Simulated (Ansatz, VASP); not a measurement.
**One calculation of Ta, two programs**

INCAR

```
ALGO = Normal
EDIFF = 1E-6
ENCUT = 520
GGA = PE
ISIF = 2
ISMEAR = -1
LASPH = T
LCHARG = F
LREAL = F
LWAVE = F
NBANDS = 12
NELM = 80
PREC = Accurate
SIGMA = 0.1
```

Contents of KPOINTS:

```
k-points
0
Gamma
  16 16 16
```

Contents of POSCAR:

```
Ta
1.0
    0.0000000000      1.7306413315      1.7306413315
    1.7306413315      0.0000000000      1.7306413315
    1.7306413315      1.7306413315      0.0000000000
Ta
1
Direct
    0.0000000000      0.0000000000      0.0000000000
```

Input for Ansatz:

```yaml
crystal:
  lattice:
    - [0.0, 1.7306413315, 1.7306413315]
    - [1.7306413315, 0.0, 1.7306413315]
    - [1.7306413315, 1.7306413315, 0.0]
  atoms:
    - { symbol: Ta, position: [0.0, 0.0, 0.0] }
kpoints:
  mp_grid: { grid: [16, 16, 16] }
scf:
  occupations: { method: fermi_dirac, width: 0.1 }
hamiltonian:
  xc: pbe
  pseudopotentials: { kind: all_electron, lapw: { basis_error: 0.001 } }
output:
  forces: true
  stress: true
  eigenvalues: true
  populations: true
```

Change from the starting cell: volume scaled by 0.55, LAPW.

Alike in both runs: task single point; functional PBE; k mesh 16 × 16 × 16; occupations fermi-dirac, width 0.1 eV; no spin polarisation.

|  | VASP | Ansatz |
| --- | --- | --- |
| version | VASP 6.6.1 | Ansatz 0.2.0 |
| potentials or method | VASP PAW PBE potentials, release 64 (Ta_pv), cutoff 520 eV | all-electron LAPW, scalar-relativistic |

Ansatz gave:

- pressure (GPa): 324.9

**Question.** Estimate VASP's values.

**Answer.** Pressure (GPa): 336.8.

Both programs put the cell under a high pressure, so it lies far from rest at this level. Ansatz ran all-electron here, and VASP with PAW potentials.

Neither program's run includes spin-orbit coupling. Noted on VASP's run: the cell as given lies far from equilibrium.
